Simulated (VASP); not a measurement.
Wanted: the native input for a VASP 6.6.1 run.

```yaml
Task: relaxation of cell and atoms
Functional: PBE
Potentials_or_basis: VASP PAW PBE potentials, release 64 (Si, As, F)
Cutoff: 600 eV
k_mesh: 12 × 12 × 8
Occupations: gaussian, width 0.1 eV
Spin: no spin polarisation
Dipole_correction: no
Further_INCAR_settings: ALGO = Normal; EDIFF = 1e-07; IBRION = 2; EDIFFG = -0.01; NSW = 100; ISIF = 3
```

The structure of Si3AsF lies in POSCAR:

```
Si3AsF
1.0
    4.1360803079      0.0000000000      0.0000000000
   -2.0680401539      3.5819506187      0.0000000000
    0.0000000000      0.0000000000      5.5763480374
Si As F
3 1 1
Direct
    0.6666666667      0.3333333333      0.2231939689
    0.6666666667      0.3333333333      0.7768060311
    0.0000000000      0.0000000000      0.0000000000
    0.0000000000      0.0000000000      0.5000000000
    0.3333333333      0.6666666667      0.0000000000
```

These files were run (other wordings do the same):

INCAR

```
SYSTEM = Si3AsF
PREC = Accurate
ENCUT = 600
EDIFF = 1E-7
ISMEAR = 0
SIGMA = 0.1
LREAL = .False.
LASPH = .True.
NELM = 60
ALGO = Normal
ISIF = 3
LWAVE = .False.
LCHARG = .False.
GGA = PE
IBRION = 2
NSW = 100
EDIFFG = -0.01
```

KPOINTS

```
Automatic mesh
0
Gamma
  12 12 8
  0 0 0
```

Potentials or basis: VASP PAW PBE potentials, release 64 (Si, As, F).

Command:

```bash
$ cat potpaw_PBE.64/Si/POTCAR potpaw_PBE.64/As/POTCAR potpaw_PBE.64/F/POTCAR > POTCAR
$ mpirun -np 1 vasp_std > vasp.out
```

Results of the run:

- Relaxed volume: 16.57 Å³/atom
- Relaxed cell: a = 4.107 Å, b = 4.107 Å, c = 5.671 Å, α = 90.00°, β = 90.00°, γ = 120.00°
- Space group after relaxing (to 0.05 Å): P-6m2 (No. 187)
- Energy gained by relaxing: 1.7 meV/atom
- Ionic steps: 17
- Pressure after relaxing: 0.0 GPa
- Largest force after relaxing: 0.009 eV/Å
- Band gap on the k mesh: zero (band 12 reaches 6.91 eV, above the bottom of band 13 at 4.94 eV)

It took 12 min on 1 thread of Intel(R) Xeon(R) 6975P-C (Granite Rapids) (shared host), peak memory 0.35 GiB.
